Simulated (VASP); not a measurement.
Wanted: the native input for a VASP 6.6.1 run.

```yaml
Task: relaxation of cell and atoms
Functional: PBEsol
Potentials_or_basis: VASP PAW PBE potentials, release 64 (Pt)
Cutoff: 600 eV
k_mesh: 19 × 19 × 19
Occupations: fermi-dirac, width 0.1 eV
Spin: no spin polarisation
Dipole_correction: no
Further_INCAR_settings: ALGO = Normal; EDIFF = 1e-07; IBRION = 2; EDIFFG = -0.005; NSW = 60; ISIF = 3
```

The structure of Pt lies in POSCAR:

```
Pt
1.0
    0.0000000000      1.9613408845      1.9613408845
    1.9613408845      0.0000000000      1.9613408845
    1.9613408845      1.9613408845      0.0000000000
Pt
1
Direct
    0.0000000000      0.0000000000      0.0000000000
```

The input as run:

INCAR

```
  ALGO = Normal
  EDIFF = 1E-7
  EDIFFG = -0.005
  ENCUT = 600
  GGA = PS
  IBRION = 2
  ISIF = 3
  ISMEAR = -1
  LASPH = T
  LCHARG = F
  LREAL = F
  LWAVE = F
  NELM = 100
  NSW = 60
  PREC = Accurate
  SIGMA = 0.1
```

KPOINTS

```
k-points
0
Gamma
  19 19 19
```

Potentials or basis: VASP PAW PBE potentials, release 64 (Pt).

Command:

```bash
$ cat potpaw_PBE.64/Pt/POTCAR > POTCAR
$ mpirun -np 1 vasp_std > vasp.out
```

Results of the run:

```json
{"Relaxed volume": "15.04 Å³/atom", "Relaxed cell": "a = 2.771 Å, b = 2.771 Å, c = 2.771 Å, α = 60.00°, β = 60.00°, γ = 60.00°", "Space group after relaxing (to 0.1 Å)": "Fm-3m (No. 225)", "Energy gained by relaxing": "0.2 meV/atom", "Ionic steps": "3", "Pressure after relaxing": "0.0 GPa", "Band gap on the k mesh": "zero (bands 5 and 6 overlap by 2.21 eV)"}
```

Caveat: the PAW data sets were made with another functional, which shifts forces and pressure a little; spin-orbit coupling is left out, which moves the levels of the heavy elements.

Wall time 110 s on 1 thread of Intel Xeon 8259CL, on a shared host, peak memory 0.18 GiB.
